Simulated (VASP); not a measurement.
## MnO: single point with LDA

The system is MnO.

```
Mn O
1.0
     0.00000    2.22200    2.22200
     2.22200    0.00000    2.22200
     2.22200    2.22200    0.00000
Mn O
1 1
Direct
  0.00000 0.00000 0.00000
  0.50000 0.50000 0.50000
```

| Quantity | Value |
| --- | --- |
| Program | VASP 6.6.1 |
| Task | single point |
| Functional | LDA |
| Potentials or basis | VASP PAW LDA potentials, release 64 (Mn_pv, O) |
| Cutoff | 520 eV |
| k mesh | 12 × 12 × 12 |
| Occupations | gaussian, width 0.05 eV |
| Spin | collinear spin, ferromagnetic start |
| Starting moments | [4.3, 0.0] μB |
| Dipole correction | no |
| Further INCAR settings | ALGO = Normal; EDIFF = 1e-06; NBANDS = 20 |

The pressure is -17.1 GPa. The net moment is 4.55 μB per cell, the site moments are Mn +4.13; O +0.19 μB and the valence electrons inside the program's atomic spheres are Mn 11.38; O 4.93.

Levels at points of the mesh, in eV from the Fermi level:
Spin up:
```
           k point  band 8  band 9  band 10  band 11  band 12  band 13  band 14  band 15  band 16  band 17
(0.00, 0.00, 0.00)   -3.01   -3.01    -3.01    -2.51    -2.51    -0.39    13.99    16.29    16.29    16.29
(0.50, 0.00, 0.00)   -2.09   -2.09    -1.69     0.32     0.32     3.50     7.72    11.80    11.80    18.51
(0.50, 0.50, 0.00)   -4.04   -2.07    -1.80    -1.80    -1.70     5.03     7.77    10.45    13.58    13.58
```
Spin down:
| k point | band 3 | band 4 | band 5 | band 6 | band 7 | band 8 | band 9 | band 10 | band 11 | band 12 |
| --- | --- | --- | --- | --- | --- | --- | --- | --- | --- | --- |
| (0.00, 0.00, 0.00) | -45.64 | -19.62 | -3.43 | -3.43 | -3.43 | 0.32 | 0.32 | 0.32 | 0.60 | 0.98 |
| (0.50, 0.00, 0.00) | -45.65 | -18.61 | -7.52 | -4.98 | -4.98 | 1.55 | 1.55 | 1.55 | 3.31 | 3.31 |
| (0.50, 0.50, 0.00) | -45.67 | -18.65 | -6.50 | -4.41 | -4.41 | -1.22 | 1.57 | 1.81 | 1.99 | 1.99 |

It used 120 s of CPU time on 1 thread of AMD EPYC 7R13 Processor (Zen 3) (shared host).

Caveat: a cell with one magnetic atom can't hold antiferromagnetic order, which such compounds often take; semilocal functionals often make such compounds metallic where correlation or magnetic order opens a gap, which also shifts bond lengths. With open d or f shells a metallic result of LDA can be an artefact of self-interaction; +U or a hybrid may open a gap.
